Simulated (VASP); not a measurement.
A run of VASP 6.6.1 is set up as follows.

The input POSCAR:

```
Na
1.0
    3.1869303511      0.0000000000      0.0000000000
   -1.5934651755      2.7599626442      0.0000000000
    0.0000000000      0.0000000000     10.4095129558
Na
4
Direct
    0.0000000000      0.0000000000      0.0000000000
    0.0000000000      0.0000000000      0.5000000000
    0.3333333333      0.6666666667      0.2500000000
    0.6666666667      0.3333333333      0.7500000000
```

Contents of INCAR.step1:

```
SYSTEM = Na
PREC = Accurate ; ENCUT = 600
ISMEAR = 0 ; SIGMA = 0.1
LREAL = .False. ; LASPH = .True.
NELM = 100 ; GGA = PE
ALGO = Normal ; EDIFF = 1E-4
LWAVE = .True. ; LCHARG = .False.
```

INCAR.step2

```
SYSTEM = Na
PREC = Accurate ; ENCUT = 600
EDIFF = 1E-7 ; ISMEAR = 0
SIGMA = 0.1 ; LREAL = .False.
LASPH = .True. ; NELM = 100
ALGO = Normal ; ISIF = 3
LWAVE = .False. ; LCHARG = .False.
METAGGA = R2SCAN ; LMIXTAU = .True.
IBRION = 2 ; NSW = 80
EDIFFG = -0.05 ; ISTART = 1
```

File KPOINTS:

```
regular mesh
0
Gamma
  6 6 2
  0 0 0
```

Potentials or basis: VASP PAW PBE potentials, release 64 (Na_pv).

Launch:

```sh
$ cat potpaw_PBE.64/Na_pv/POTCAR > POTCAR
$ cp INCAR.step1 INCAR
$ mpirun -np 1 vasp_std > vasp.out
$ cp INCAR.step2 INCAR
$ mpirun -np 1 vasp_std > vasp.out
```

Predict the relaxed cell.

a = 3.757 Å, b = 3.757 Å, c = 11.917 Å, α = 90.00°, β = 90.00°, γ = 120.00°.

Predict the band gap on the k mesh.

zero (band 14 reaches 1.86 eV, above the bottom of band 15 at -1.97 eV).

What does it give for the relaxed volume?

36.41 Å³/atom.

Final structure:
```
CELL_PARAMETERS angstrom
3.75678 0.00000 0.00000
-1.87839 3.25347 0.00000
0.00000 0.00000 11.91726
ATOMIC_POSITIONS crystal
Na 0.00000 0.00000 0.00000
Na 0.00000 0.00000 0.50000
Na 0.33333 0.66667 0.25000
Na 0.66667 0.33333 0.75000
```

Caveat: the k points lie up to 0.32 Å⁻¹ apart in the final cell; the volume moved by over 15 % at a fixed basis, so the end points are rough; the PAW data sets were made with another functional, which shifts forces and pressure a little.
